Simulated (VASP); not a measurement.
# SnO2: single point with PBE

SnO2:

```
Sn O
1.0
    -3.23827    3.41348    3.41351
     3.23827   -3.41348    3.41351
     3.23827    3.41348   -3.41351
Sn O
4 8
Direct
  0.00000 0.25000 0.75000
  0.00000 0.75000 0.25000
  0.50000 0.50000 0.50000
  0.50000 0.00000 0.00000
  0.19342 0.19342 0.50000
  0.69342 0.75000 0.94342
  0.19342 0.69342 0.00000
  0.30658 0.75000 0.55658
  0.69342 0.25000 0.44342
  0.30658 0.25000 0.05658
  0.80658 0.30658 0.00000
  0.80658 0.80658 0.50000
```

- Program: VASP 6.6.1
- Task: single point
- Functional: PBE
- Potentials or basis: VASP PAW PBE potentials, release 64 (Sn_d, O)
- Cutoff: 520 eV
- k mesh: 6 × 6 × 6
- Occupations: fermi-dirac, width 0.02 eV
- Spin: no spin polarisation

```yaml
Pressure: 0.6 GPa
Largest_force: 0.017 eV/Å
Band_gap_on_the_k_mesh: 0.67 eV
```

Forces on the atoms (eV/Å):
```
Sn   0.000  0.000  0.000
Sn   0.000  0.000  0.000
Sn   0.000  0.000  0.000
Sn   0.000  0.000  0.000
O    0.000  0.000  0.017
O    0.000  0.017  0.000
O    0.000  0.000  0.017
O    0.000 -0.017  0.000
O    0.000  0.017  0.000
O    0.000 -0.017  0.000
O    0.000  0.000 -0.017
O    0.000  0.000 -0.017
```

Stress tensor (GPa, compression positive):
```
0.79 0.00 0.00
0.00 0.51 0.00
0.00 0.00 0.51
```

Levels at points of the mesh, in eV from the valence-band top:
| k point | band 48 | band 49 | band 50 | band 51 | band 52 | band 53 | band 54 | band 55 | band 56 | band 57 |
| --- | --- | --- | --- | --- | --- | --- | --- | --- | --- | --- |
| (0.00, 0.00, 0.00) | -0.78 | -0.78 | -0.74 | -0.74 | 0.00 | 0.67 | 4.35 | 4.35 | 5.69 | 6.06 |
| (0.50, 0.00, 0.00) | -1.02 | -0.75 | -0.75 | -0.61 | -0.61 | 3.88 | 3.88 | 5.85 | 5.85 | 6.80 |
| (0.00, 0.50, 0.00) | -1.07 | -0.81 | -0.81 | -0.49 | -0.49 | 4.01 | 4.01 | 5.61 | 5.61 | 8.36 |
| (0.50, 0.50, 0.50) | -1.33 | -1.18 | -1.18 | -0.85 | -0.85 | 4.27 | 4.27 | 5.59 | 5.59 | 7.15 |

Run time: 9.4 min on 1 thread of AMD EPYC 7R43 64-Core Processor (Zen 3) (shared host), peak memory 0.39 GiB.

Caveat: spin-orbit coupling is left out, which moves the levels of the heavy elements.
